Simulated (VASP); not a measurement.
# Nb (Fm-3m) in VASP: notebook, part 2 of 3

VASP 6.6.1. Earlier steps stand in the parts before.

**3. Electric field gradients, PBEsol (volume scaled by 0.95)**

File INCAR:

```
PREC     = Accurate       # precision mode
ENCUT    = 520            # plane-wave cutoff, eV
EDIFF    = 1E-8           # SCF threshold, eV
ISMEAR   = -1             # smearing method
SIGMA    = 0.08           # smearing width, eV
LREAL    = False          # projectors in reciprocal space
LASPH    = True           # aspherical terms in the spheres
NELM     = 80             # most SCF steps
ALGO     = Normal         # electronic algorithm
ISIF     = 2              # what is computed and relaxed
LWAVE    = False          # write WAVECAR
LCHARG   = False          # write CHGCAR
GGA      = PS             # functional
LEFG     = True         
NBANDS   = 12             # bands
```

File KPOINTS:

```
regular mesh
0
Gamma
  13 13 13
```

File POSCAR:

```
Nb
1.0
    0.0000000000      2.0791456158      2.0791456158
    2.0791456158      0.0000000000      2.0791456158
    2.0791456158      2.0791456158      0.0000000000
Nb
1
Direct
    0.0000000000      0.0000000000      0.0000000000
```

Potentials or basis: VASP PAW PBE potentials, release 64 (Nb_sv).

Launch:

```console
$ cat potpaw_PBE.64/Nb_sv/POTCAR > POTCAR
$ mpirun -np 1 vasp_std > vasp.out
```

OUTCAR:

```text
PREC = Accurate
   ENCUT = 520
   EDIFF = 1E-8
   ISMEAR = -1
   LREAL = False
   LASPH = True
   NELM = 80
   ISIF = 2
   GGA = PS

 ion  position               nearest neighbor table
   1  0.000  0.000  0.000-

  LATTYP: Found a face centered cubic cell.
 ALAT       =     4.1582912316

  Lattice vectors:

 A1 = (   0.0000000000,   2.0791456158,   2.0791456158)
 A2 = (   2.0791456158,   0.0000000000,   2.0791456158)
 A3 = (   2.0791456158,   2.0791456158,   0.0000000000)

Analysis of symmetry for initial positions (statically):
=====================================================================
 Subroutine PRICEL returns:
 Original cell was already a primitive cell.

 Routine SETGRP: Setting up the symmetry group for a
 face centered cubic supercell.

 Subroutine GETGRP returns: Found 48 space group operations
 (whereof 48 operations were pure point group operations)
 out of a pool of 48 trial point group operations.

The static configuration has the point symmetry O_h .

Analysis of symmetry for dynamics (positions and initial velocities):
=====================================================================
 Subroutine PRICEL returns:
 Original cell was already a primitive cell.

 Routine SETGRP: Setting up the symmetry group for a
 face centered cubic supercell.

 Subroutine GETGRP returns: Found 48 space group operations
 (whereof 48 operations were pure point group operations)
 out of a pool of 48 trial point group operations.

The dynamic configuration has the point symmetry O_h .

 Subroutine INISYM returns: Found 48 space group operations
 (whereof 48 operations are pure point group operations),
 and found     1 'primitive' translations

----------------------------------------------------------------------------------------

                                     Primitive cell

  volume of cell :      17.9757

  direct lattice vectors                    reciprocal lattice vectors
     0.000000000  2.079145616  2.079145616    -0.240483397  0.240483397  0.240483397
     2.079145616  0.000000000  2.079145616     0.240483397 -0.240483397  0.240483397
     2.079145616  2.079145616  0.000000000     0.240483397  0.240483397 -0.240483397

  length of vectors
     2.940355928  2.940355928  2.940355928     0.416529462  0.416529462  0.416529462

  position of ions in fractional coordinates (direct lattice)
     0.000000000  0.000000000  0.000000000

  ion indices of the primitive-cell ions
   primitive index   ion index
                 1           1

----------------------------------------------------------------------------------------

 KPOINTS: regular mesh

Automatic generation of k-mesh.
 Grid dimensions read from file:
[... 73 lines left out ...]
   POTIM  = 0.5000    time-step for ionic-motion
   TEBEG  =    0.0;   TEEND  =   0.0 temperature during run
   PSTRESS=    0.0 pullay stress
   NELECT =      13.0000    total number of electrons
   NUPDOWN=      -1.0000    fix difference up-down
   EMIN   =  10.00;   EMAX   =-10.00  energy-range for DOS
   EFERMI =   0.00;   METHOD = LEGACY
   ISMEAR =    -1;   SIGMA  =   0.08  broadening in eV -4-tet -1-fermi 0-gaus
   EFERMI_NEDOS =   21; number of points for ismear=-14 and -15
   IALGO  =     38    algorithm
   IMIX   =      4    mixing-type and parameters
     AMIX     =   0.40;   BMIX     =  1.00
     AMIX_MAG =   1.60;   BMIX_MAG =  1.00
  volume/ion in A,a.u.               =      17.98       121.31
  Fermi-wavevector in a.u.,A,eV,Ry     =   1.469471  2.776898 29.379676  2.159345
  Thomas-Fermi vector in A             =   2.584844
   LORBIT       =      0    0 simple, 1 ext, 2 COOP (PROOUT), +10 PAW based schemes
   GGA     = PS    functional components
   LHFCALC =     F    Hartree Fock is set to
   AEXX    =    0.0000 exact exchange contribution
   IVDW    =     0    specifies the selected vdW correction
   LEPSILON=     F    determine dielectric tensor
   LRPA    =     F    only Hartree local field effects (RPA)
 non-spin polarized calculation
  energy-cutoff  :      520.00
  volume of cell :       17.98
 maximum number of plane-waves:       531
 NGX is ok and might be reduce to    24
   NGX = 11   NGY = 11   NGZ = 11

 number of electron      13.0000000 magnetization

 Free energy of the ion-electron system (eV)
  ---------------------------------------------------
  ext. energy  EPLUGINS =         0.00000000
  ---------------------------------------------------
  free energy    TOTEN  =       -10.61907845 eV

  energy without entropy =      -10.58618497  energy(sigma->0) =      -10.60263171

 E-fermi :  11.4248     XC(G=0): -12.6423

 val. band max:       11.4142201408   @ k =  -0.4615   0.2308   0.0000
 cond. band min:      11.4313861548   @ k =   0.3846   0.2308   0.0000
 fundamental gap:      0.0171660140
 Fermi energy:        11.4248314059

 k-point     1 :       0.0000    0.0000    0.0000
  band No.  band energies     occupation
      1     -43.2090      2.00000
      2     -18.5295      2.00000
      3     -18.5295      2.00000
      4     -18.5295      2.00000
      5       5.0865      2.00000
      6      11.5129      0.49897
      7      11.5129      0.49897
      8      11.5129      0.49897
      9      14.2665      0.00000
     10      14.2665      0.00000
     11      23.3175      0.00000
     12      28.2470      0.00000
[... 331 lines left out ...]
 k-point    24 :       0.4615    0.1538    0.0000
  band No.  band energies     occupation
      1     -42.9706      2.00000
      2     -19.7328      2.00000
      3     -18.8624      2.00000
      4     -18.7785      2.00000
      5       8.0971      2.00000
      6      10.3438      2.00000
      7      11.4475      0.85951
      8      12.1809      0.00016
      9      16.4605      0.00000
     10      16.8844      0.00000
     11      22.6717      0.00000
     12      25.2079      0.00000

 [... further k-points ...]

------------------------ aborting loop because EDIFF is reached ----------------------------------------

  FORCE on cell =-STRESS in cart. coord.  units (eV):
  Direction    XX          YY          ZZ          XY          YZ          ZX
  --------------------------------------------------------------------------------------
  -------------------------------------------------------------------------------------
  Total        0.1801244      0.1801244      0.1801244      0.0000000     -0.0000000     -0.0000000
  in kB       16.0545575     16.0545575     16.0545575      0.0000000     -0.0000000     -0.0000000
  external PRESSURE =      16.0545575 kB  Pullay stress =       0.0000000 kB

 VOLUME and BASIS-vectors are now :
 -----------------------------------------------------------------------------
  energy-cutoff  :      520.00
  volume of cell :       17.98
      direct lattice vectors                 reciprocal lattice vectors
     0.000000000  2.079145616  2.079145616    -0.240483397  0.240483397  0.240483397
     2.079145616  0.000000000  2.079145616     0.240483397 -0.240483397  0.240483397
     2.079145616  2.079145616  0.000000000     0.240483397  0.240483397 -0.240483397

 POSITION                                       TOTAL-FORCE (eV/Angst)
 -----------------------------------------------------------------------------------
      0.00000      0.00000      0.00000         0.000000      0.000000      0.000000
 -----------------------------------------------------------------------------------
    total drift:                               -0.000000     -0.000000      0.000000

  FREE ENERGIE OF THE ION-ELECTRON SYSTEM (eV)
  ---------------------------------------------------
  free  energy   TOTEN  =       -10.6190784470 eV

  energy  without entropy=      -10.5861849712  energy(sigma->0) =      -10.60263171

 Electric field gradients (V/A^2)
---------------------------------------------------------------------
 ion       V_xx      V_yy      V_zz      V_xy      V_xz      V_yz
---------------------------------------------------------------------
   1       0.000    -0.000     0.000    -0.000    -0.000    -0.000
---------------------------------------------------------------------

 Electric field gradients after diagonalization (V/A^2)
 (convention: |V_zz| > |V_xx| > |V_yy|)
----------------------------------------------------------------------
 ion       V_xx      V_yy      V_zz     asymmetry (V_yy - V_xx)/ V_zz
----------------------------------------------------------------------
   1       0.000     0.000    -0.000       0.000
----------------------------------------------------------------------

           NMR quadrupolar parameters

 Cq : quadrupolar parameter    Cq=e*Q*V_zz/h
 eta: asymmetry parameters     (V_yy - V_xx)/ V_zz
 Q  : nuclear electric quadrupole moment in mb (millibarn)
----------------------------------------------------------------------
 ion       Cq(MHz)       eta       Q (mb)
----------------------------------------------------------------------
   1      -0.000       0.000       1.000
----------------------------------------------------------------------
```

Run time: 13 s. Hardware: 1 thread of AMD EPYC 9R45 (Zen 5), shared host; peak memory 0.12 GiB.

What came out:

```yaml
Free_energy: -10.6191 eV
Pressure: 1.6 GPa
```

Caveat: without QUAD_EFG the Cq values of the log hold for a quadrupole moment of 1 mb, not for the nuclei; the PAW data sets were made with another functional, which shifts forces and pressure a little.

**4. Electric field gradients, PBEsol (volume scaled by 0.95)**

File INCAR:

```
SYSTEM = Nb
ALGO = Normal ; EDIFF = 1E-8
ENCUT = 520 ; GGA = PS
ISIF = 2 ; ISMEAR = -1
LASPH = .TRUE. ; LCHARG = .FALSE.
LEFG = .TRUE. ; LREAL = .FALSE.
LWAVE = .FALSE. ; NBANDS = 12
NELM = 80 ; PREC = Accurate
SIGMA = 0.08
```

File KPOINTS:

```
k-points
0
G
  13 13 13
  0 0 0
```

POSCAR is that of step 3.

Potentials or basis: VASP PAW PBE potentials, release 64 (Nb_sv).

Launch:

```console
$ cat potpaw_PBE.64/Nb_sv/POTCAR > POTCAR
$ mpirun -np 1 vasp_std > vasp.out
```

OUTCAR:

```text
SYSTEM = Nb
   EDIFF = 1E-8
   ENCUT = 520
   GGA = PS
   ISIF = 2
   ISMEAR = -1
   LASPH = .TRUE.
   LREAL = .FALSE.
   NELM = 80
   PREC = Accurate

 ion  position               nearest neighbor table
   1  0.000  0.000  0.000-

  LATTYP: Found a face centered cubic cell.
 ALAT       =     4.1582912316

  Lattice vectors:

 A1 = (   0.0000000000,   2.0791456158,   2.0791456158)
 A2 = (   2.0791456158,   0.0000000000,   2.0791456158)
 A3 = (   2.0791456158,   2.0791456158,   0.0000000000)

Analysis of symmetry for initial positions (statically):
=====================================================================
 Subroutine PRICEL returns:
 Original cell was already a primitive cell.

 Routine SETGRP: Setting up the symmetry group for a
 face centered cubic supercell.

[... 541 lines left out ...]
  external PRESSURE =      16.0545575 kB  Pullay stress =       0.0000000 kB

 VOLUME and BASIS-vectors are now :
 -----------------------------------------------------------------------------
  energy-cutoff  :      520.00
  volume of cell :       17.98
      direct lattice vectors                 reciprocal lattice vectors
     0.000000000  2.079145616  2.079145616    -0.240483397  0.240483397  0.240483397
     2.079145616  0.000000000  2.079145616     0.240483397 -0.240483397  0.240483397
     2.079145616  2.079145616  0.000000000     0.240483397  0.240483397 -0.240483397

 POSITION                                       TOTAL-FORCE (eV/Angst)
 -----------------------------------------------------------------------------------
      0.00000      0.00000      0.00000         0.000000      0.000000      0.000000
 -----------------------------------------------------------------------------------
    total drift:                               -0.000000     -0.000000      0.000000

  FREE ENERGIE OF THE ION-ELECTRON SYSTEM (eV)
  ---------------------------------------------------
  free  energy   TOTEN  =       -10.6190784470 eV

  energy  without entropy=      -10.5861849712  energy(sigma->0) =      -10.60263171

 Electric field gradients (V/A^2)
---------------------------------------------------------------------
 ion       V_xx      V_yy      V_zz      V_xy      V_xz      V_yz
---------------------------------------------------------------------
   1       0.000    -0.000     0.000    -0.000    -0.000    -0.000
---------------------------------------------------------------------

 Electric field gradients after diagonalization (V/A^2)
 (convention: |V_zz| > |V_xx| > |V_yy|)
----------------------------------------------------------------------
 ion       V_xx      V_yy      V_zz     asymmetry (V_yy - V_xx)/ V_zz
----------------------------------------------------------------------
   1       0.000     0.000    -0.000       0.000
----------------------------------------------------------------------

           NMR quadrupolar parameters

 Cq : quadrupolar parameter    Cq=e*Q*V_zz/h
 eta: asymmetry parameters     (V_yy - V_xx)/ V_zz
 Q  : nuclear electric quadrupole moment in mb (millibarn)
----------------------------------------------------------------------
 ion       Cq(MHz)       eta       Q (mb)
----------------------------------------------------------------------
   1      -0.000       0.000       1.000
----------------------------------------------------------------------
```

OSZICAR:

```text
N       E                     dE             d eps       ncg     rms          rms(c)
DAV:   1     0.114225029506E+03    0.11423E+03   -0.73276E+03  2024   0.108E+03
DAV:   2    -0.639971467935E+01   -0.12062E+03   -0.11655E+03  2160   0.386E+02
DAV:   3    -0.108629151440E+02   -0.44632E+01   -0.42870E+01  2988   0.645E+01
DAV:   4    -0.111143743371E+02   -0.25146E+00   -0.24948E+00  2756   0.140E+01
DAV:   5    -0.111244579616E+02   -0.10084E-01   -0.10078E-01  3004   0.238E+00    0.725E+00
DAV:   6    -0.106741282766E+02    0.45033E+00   -0.68050E-01  3172   0.102E+01    0.257E+00
DAV:   7    -0.106152213714E+02    0.58907E-01   -0.21117E-01  3308   0.560E+00    0.101E+00
DAV:   8    -0.106190076596E+02   -0.37863E-02   -0.13607E-02  2412   0.152E+00    0.456E-02
DAV:   9    -0.106190622577E+02   -0.54598E-04   -0.90656E-04  3352   0.319E-01    0.387E-02
DAV:  10    -0.106190794248E+02   -0.17167E-04   -0.15320E-05  2440   0.492E-02    0.167E-02
DAV:  11    -0.106190784921E+02    0.93269E-06   -0.93021E-06  2672   0.508E-02    0.218E-03
DAV:  12    -0.106190784997E+02   -0.75861E-08   -0.96798E-07  2772   0.798E-03    0.492E-04
DAV:  13    -0.106190784441E+02    0.55655E-07   -0.23613E-08  2472   0.141E-03    0.308E-04
DAV:  14    -0.106190784470E+02   -0.29684E-08   -0.47273E-09  1544   0.794E-04
   1 F= -.10619078E+02 E0= -.10602632E+02  d E =-.328935E-01
```

stdout:

```text
POSCAR found type information on POSCAR Nb
 POSCAR found :  1 types and       1 ions
 scaLAPACK will be used
 -----------------------------------------------------------------------------
|                                                                             |
|                                                                             |
|     You enforced a specific xc type in the INCAR file but a different       |
|     I HOPE YOU KNOW WHAT YOU ARE DOING!                                     |
|                                                                             |
 -----------------------------------------------------------------------------

 LDA part: xc-table for (Slater+PW92), standard interpolation
 POSCAR, INCAR and KPOINTS ok, starting setup
 FFT: planning ... GRIDC
 FFT: planning ... GRID_SOFT
 FFT: planning ... GRID
 WAVECAR not read
 entering main loop
ion   1
```

Run time: 13 s. Hardware: 1 thread of AMD EPYC 9R45 (Zen 5), shared host; peak memory 0.12 GiB.

What came out:

```
Free energy : -10.6191 eV
Pressure    : 1.6 GPa
```

Levels at points of the mesh, in eV from the Fermi level:
| k point | band 4 | band 5 | band 6 | band 7 | band 8 | band 9 |
| --- | --- | --- | --- | --- | --- | --- |
| (0.00, 0.00, 0.00) | -29.95 | -6.34 | 0.09 | 0.09 | 0.09 | 2.84 |

Caveat: without QUAD_EFG the Cq values of the log hold for a quadrupole moment of 1 mb, not for the nuclei; the PAW data sets were made with another functional, which shifts forces and pressure a little.

(Part 2 of 3 ends here.)
